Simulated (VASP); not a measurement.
Here is a VASP 6.6.1 calculation.

File INCAR:

```
SYSTEM = CuI
PREC     = Accurate       ! precision mode
ENCUT    = 600            ! plane-wave cutoff, eV
EDIFF    = 1E-6           ! SCF threshold, eV
ISMEAR   = -1             ! smearing method
SIGMA    = 0.02           ! smearing width, eV
LREAL    = .FALSE.        ! projectors in reciprocal space
LASPH    = .TRUE.         ! aspherical terms in the spheres
NELM     = 100            ! most SCF steps
ALGO     = Normal         ! electronic algorithm
ISIF     = 3              ! what is computed and relaxed
LWAVE    = .FALSE.        ! write WAVECAR
LCHARG   = .FALSE.        ! write CHGCAR
IBRION   = 2              ! ionic algorithm
NSW      = 80             ! ionic steps
EDIFFG   = -0.005         ! ionic threshold
```

The input KPOINTS:

```
regular mesh
0
G
  6 6 4
  0 0 0
```

POSCAR

```
CuI
1.0
    4.2112248066      0.0000000000      0.0000000000
   -2.1056124033      3.6470276636      0.0000000000
    0.0000000000      0.0000000000      6.2297359735
Cu I
2 2
Direct
    0.0000000000      0.0000000000      0.0000000000
    0.0000000000      0.0000000000      0.5000000000
    0.3333333333      0.6666666667      0.2500000000
    0.6666666667      0.3333333333      0.7500000000
```

Potentials or basis: VASP PAW LDA potentials, release 64 (Cu, I).

Launch:

```bash
$ cat potpaw_LDA.64/Cu/POTCAR potpaw_LDA.64/I/POTCAR > POTCAR
$ mpirun -np 1 vasp_std > vasp.out
```

Question: Estimate the space group after relaxing (to 0.05 Å).

Answer: P6_3/mmc (No. 194).

Question: Estimate the band gap on the k mesh.

Answer: 0.38 eV, indirect (least direct gap 0.96 eV).

Question: Estimate the relaxed cell.

Answer: a = 4.060 Å, b = 4.060 Å, c = 6.014 Å, α = 90.00°, β = 90.00°, γ = 120.00°.

Final structure:
```cif
data_structure
_symmetry_space_group_name_H-M 'P 1'
_symmetry_Int_Tables_number 1
_cell_length_a 4.0596
_cell_length_b 4.0596
_cell_length_c 6.0136
_cell_angle_alpha 90.000
_cell_angle_beta 90.000
_cell_angle_gamma 120.000
_cell_volume 85.83
loop_
_atom_site_label
_atom_site_type_symbol
_atom_site_fract_x
_atom_site_fract_y
_atom_site_fract_z
_atom_site_occupancy
Cu1 Cu 0.00000 0.00000 0.00000 1
Cu2 Cu 0.00000 0.00000 0.50000 1
I1 I 0.33333 0.66667 0.25000 1
I2 I 0.66667 0.33333 0.75000 1
```

Caveat: spin-orbit coupling is left out, which moves the levels of the heavy elements. A k mesh can miss the band edges.
